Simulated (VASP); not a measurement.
# Ba (P6_3/mmc) in VASP: a series of runs, part 2 of 2

VASP 6.6.1. The steps go on from the part before.

## Step 3: Single point, BLYP (volume scaled by 1.08)

File INCAR:

```
PREC = Accurate ; ENCUT = 520
EDIFF = 1E-7 ; ISMEAR = -1
SIGMA = 0.1 ; LREAL = F
LASPH = T ; NELM = 100
ALGO = Normal ; ISIF = 2
LWAVE = F ; LCHARG = F
GGA = B5 ; ALDAX = 1.0
AGGAX = 1.0 ; AGGAC = 1.0
ALDAC = 0.0 ; NBANDS = 17
```

File KPOINTS:

```
Automatic mesh
0
Gamma
  9 9 5
```

File POSCAR:

```
Ba
1.0
    4.6708127242      0.0000000000      0.0000000000
   -2.3354063621      4.0450424755      0.0000000000
    0.0000000000      0.0000000000      7.6429694117
Ba
2
Direct
    0.3333333333      0.6666666667      0.2500000000
    0.6666666667      0.3333333333      0.7500000000
```

Potentials or basis: VASP PAW PBE potentials, release 64 (Ba_sv).

Launch:

```
$ cat potpaw_PBE.64/Ba_sv/POTCAR > POTCAR
$ mpirun -np 1 vasp_std > vasp.out
```

OUTCAR:

```text
PREC = Accurate
   ENCUT = 520
   EDIFF = 1E-7
   ISMEAR = -1
   LREAL = F
   LASPH = T
   NELM = 100
   ISIF = 2
   GGA = B5

 ion  position               nearest neighbor table
   1  0.333  0.667  0.250-   2 4.68   2 4.68   2 4.68   2 4.68   2 4.68   2 4.68
   2  0.667  0.333  0.750-   1 4.68   1 4.68   1 4.68   1 4.68   1 4.68   1 4.68

  LATTYP: Found a hexagonal cell.
 ALAT       =     4.6708127242
 C/A-ratio  =     1.6363253813

  Lattice vectors:

 A1 = (   4.6708127242,   0.0000000000,   0.0000000000)
 A2 = (  -2.3354063621,   4.0450424755,   0.0000000000)
 A3 = (   0.0000000000,   0.0000000000,   7.6429694117)

Analysis of symmetry for initial positions (statically):
=====================================================================
 Subroutine PRICEL returns:
 Original cell was already a primitive cell.

 Routine SETGRP: Setting up the symmetry group for a
 hexagonal supercell.

 Subroutine GETGRP returns: Found 24 space group operations
 (whereof 12 operations were pure point group operations)
 out of a pool of 24 trial point group operations.

The static configuration has the point symmetry D_3d.
 The point group associated with its full space group is D_6h.

Analysis of symmetry for dynamics (positions and initial velocities):
=====================================================================
 Subroutine PRICEL returns:
 Original cell was already a primitive cell.

 Routine SETGRP: Setting up the symmetry group for a
 hexagonal supercell.

 Subroutine GETGRP returns: Found 24 space group operations
 (whereof 12 operations were pure point group operations)
 out of a pool of 24 trial point group operations.

The dynamic configuration has the point symmetry D_3d.
 The point group associated with its full space group is D_6h.

 Subroutine INISYM returns: Found 24 space group operations
[... 106 lines left out ...]
   TEBEG  =    0.0;   TEEND  =   0.0 temperature during run
   PSTRESS=    0.0 pullay stress
   NELECT =      20.0000    total number of electrons
   NUPDOWN=      -1.0000    fix difference up-down
   EMIN   =  10.00;   EMAX   =-10.00  energy-range for DOS
   EFERMI =   0.00;   METHOD = LEGACY
   ISMEAR =    -1;   SIGMA  =   0.10  broadening in eV -4-tet -1-fermi 0-gaus
   EFERMI_NEDOS =   21; number of points for ismear=-14 and -15
   IALGO  =     38    algorithm
   IMIX   =      4    mixing-type and parameters
     AMIX     =   0.40;   BMIX     =  1.00
     AMIX_MAG =   1.60;   BMIX_MAG =  1.00
  volume/ion in A,a.u.               =      72.20       487.24
  Fermi-wavevector in a.u.,A,eV,Ry     =   0.847017  1.600631  9.761341  0.717438
  Thomas-Fermi vector in A             =   1.962456
   LORBIT       =      0    0 simple, 1 ext, 2 COOP (PROOUT), +10 PAW based schemes
   GGA     = B5    functional components
   LHFCALC =     F    Hartree Fock is set to
   AEXX    =    0.0000 exact exchange contribution
   IVDW    =     0    specifies the selected vdW correction
   LEPSILON=     F    determine dielectric tensor
   LRPA    =     F    only Hartree local field effects (RPA)
 non-spin polarized calculation
  energy-cutoff  :      520.00
  volume of cell :      144.40
 maximum number of plane-waves:      3911
 NGX is ok and might be reduce to    36
   NGX = 17   NGY = 17   NGZ = 29

 number of electron      20.0000001 magnetization

 Free energy of the ion-electron system (eV)
  ---------------------------------------------------
  ext. energy  EPLUGINS =         0.00000000
  ---------------------------------------------------
  free energy    TOTEN  =        -2.51084442 eV

  energy without entropy =       -2.38616583  energy(sigma->0) =       -2.44850513

 E-fermi :   1.7168     XC(G=0):  -6.5152

 val. band max:        1.7129452351   @ k =   0.3333   0.3333   0.0000
 cond. band min:       1.7424045245   @ k =   0.3333   0.3333   0.0000
 fundamental gap:      0.0294592894
 Fermi energy:         1.7167532056

 k-point     1 :       0.0000    0.0000    0.0000
  band No.  band energies     occupation
      1     -27.4611      2.00000
      2     -27.4397      2.00000
      3     -12.8225      2.00000
      4     -12.5725      2.00000
      5     -12.5725      2.00000
      6     -12.5337      2.00000
[... 457 lines left out ...]
      4     -12.7357      2.00000
      5     -12.7357      2.00000
      6     -12.6733      2.00000
[... 9 lines left out ...]
     16       4.6465      0.00000
     17       5.0765      0.00000

 [... further k-points ...]
[... 5 lines left out ...]
  --------------------------------------------------------------------------------------
  -------------------------------------------------------------------------------------
  Total       -0.4287596     -0.4287596     -0.4171897      0.0000000      0.0000000      0.0000000
  in kB       -4.7571494     -4.7571494     -4.6287797      0.0000000      0.0000000      0.0000000
  external PRESSURE =      -4.7143595 kB  Pullay stress =       0.0000000 kB

 VOLUME and BASIS-vectors are now :
 -----------------------------------------------------------------------------
  energy-cutoff  :      520.00
  volume of cell :      144.40
      direct lattice vectors                 reciprocal lattice vectors
     4.670812724  0.000000000  0.000000000     0.214095503  0.123608096  0.000000000
    -2.335406362  4.045042475  0.000000000     0.000000000  0.247216193  0.000000000
     0.000000000  0.000000000  7.642969412     0.000000000  0.000000000  0.130839200

 POSITION                                       TOTAL-FORCE (eV/Angst)
 -----------------------------------------------------------------------------------
     -0.00000      2.69669      1.91074        -0.000000     -0.000000      0.000000
      2.33541      1.34835      5.73223         0.000000      0.000000      0.000000
 -----------------------------------------------------------------------------------
    total drift:                               -0.000000      0.000000     -0.000000

  FREE ENERGIE OF THE ION-ELECTRON SYSTEM (eV)
  ---------------------------------------------------
  free  energy   TOTEN  =        -2.5108444223 eV

  energy  without entropy=       -2.3861658322  energy(sigma->0) =       -2.44850513
```

Wall time 2 min (1 thread of AMD EPYC 7R43 (Zen 3), shared host); peak memory 0.25 GiB.

Results:

```yaml
Free_energy: -2.5108 eV
Pressure: -0.5 GPa
Band_gap_on_the_k_mesh: zero (band 10 reaches 1.80 eV, above the bottom of band 11 at 1.62 eV)
```

Levels at points of the mesh, in eV from the Fermi level:
| k point | band 6 | band 7 | band 8 | band 9 | band 10 | band 11 | band 12 | band 13 | band 14 | band 15 |
| --- | --- | --- | --- | --- | --- | --- | --- | --- | --- | --- |
| (0.00, 0.00, 0.00) | -14.25 | -14.25 | -14.25 | -2.63 | -0.91 | 0.88 | 1.48 | 1.51 | 1.51 | 1.84 |

Caveat: the PAW data sets were made with another functional, which shifts forces and pressure a little; spin-orbit coupling is left out, which moves the levels of the heavy elements.

## Step 4: Single point, BLYP (volume scaled by 1.12)

File INCAR:

```
AGGAC = 1.0
AGGAX = 1.0
ALDAC = 0.0
ALDAX = 1.0
ALGO = Normal
EDIFF = 1E-6
ENCUT = 520
GGA = B5
ISIF = 2
ISMEAR = -1
LASPH = T
LCHARG = T
LELF = T
LREAL = F
LVHAR = T
LWAVE = F
NBANDS = 17
NELM = 100
PREC = Accurate
SIGMA = 0.1
```

File KPOINTS:

```
k-points
0
Gamma
  9 9 5
```

File POSCAR:

```
Ba
1.0
    4.7277794693      0.0000000000      0.0000000000
   -2.3638897347      4.0943771239      0.0000000000
    0.0000000000      0.0000000000      7.7361855426
Ba
2
Direct
    0.3333333333      0.6666666667      0.2500000000
    0.6666666667      0.3333333333      0.7500000000
```

Launch:

```
$ cat potpaw_PBE.64/Ba_sv/POTCAR > POTCAR
$ mpirun -np 1 vasp_std > vasp.out
```

Wall time 1.9 min (1 thread of AMD EPYC 7R43 (Zen 3), shared host); peak memory 0.24 GiB.

Results (log left out):

* Free energy: -2.4917 eV
* Pressure: -0.7 GPa
* Band gap on the k mesh: zero (band 10 reaches 1.68 eV, above the bottom of band 11 at 1.53 eV)

Levels at points of the mesh, in eV from the Fermi level:
```csv
k point,band 8,band 9,band 10,band 11,band 12,band 13
"(0.00, 0.00, 0.00)",-14.33,-2.61,-0.90,0.80,1.44,1.47
```

Caveat: the PAW data sets were made with another functional, which shifts forces and pressure a little; spin-orbit coupling is left out, which moves the levels of the heavy elements.

## Step 5: Overview

```tsv
cell	gap on the mesh (eV)	pressure (GPa)
a = 4.612, b = 4.612, c = 7.547 Å, angles 90.0, 90.0, 120.0°, 2 atoms	none	-0.2
a = 4.671, b = 4.671, c = 7.643 Å, angles 90.0, 90.0, 120.0°, 2 atoms	none	-0.5
a = 4.728, b = 4.728, c = 7.736 Å, angles 90.0, 90.0, 120.0°, 2 atoms	none	-0.7
```

Alike in all rows: task single point; level BLYP; potentials or basis VASP PAW PBE potentials, release 64 (Ba_sv); no spin polarisation; k mesh 9 × 9 × 5; cutoff (eV) 520; smearing fermi-dirac 0.1 eV.

Caveats: the PAW data sets were made with another functional, which shifts forces and pressure a little; spin-orbit coupling is left out, which moves the levels of the heavy elements.

Total energies depend on the potentials used, so only differences within one code and one set of settings carry meaning.
